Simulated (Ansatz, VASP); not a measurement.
One calculation of Al, two programs

```
CELL_PARAMETERS angstrom
-0.04649 1.99102 2.08400
1.94453 0.00000 2.03751
1.99102 1.99102 -0.04649
ATOMIC_POSITIONS crystal
Al 0.00000 0.00000 0.00000
```

Change from the starting cell: engineering shear strain xz -0.0467, normal strain along z +0.0467.

Alike in both runs: task single point; functional PBE; dispersion D3(BJ); k mesh 20 × 20 × 20; occupations gaussian, width 0.15 eV; no spin polarisation.

```csv
,VASP,Ansatz
version,VASP 6.6.1,Ansatz 0.2.0
potentials or method,"VASP PAW PBE potentials, release 64 (Al), cutoff 520 eV","scalar-relativistic, plane waves, PAW"
valence electrons in the cell,3,3
```

|  | VASP | Ansatz | Ansatz less VASP |
| --- | --- | --- | --- |
| gap on the k mesh at the Fermi level (eV) | none | none | - |
| pressure (GPa) | -3.2 | -3.2 | +0.01 |
| traceless stress, the component that is largest in VASP (GPa) | -1.57 | -1.57 | -0.006 |

A gap of «none» marks a metal or a gap that the smearing closes.
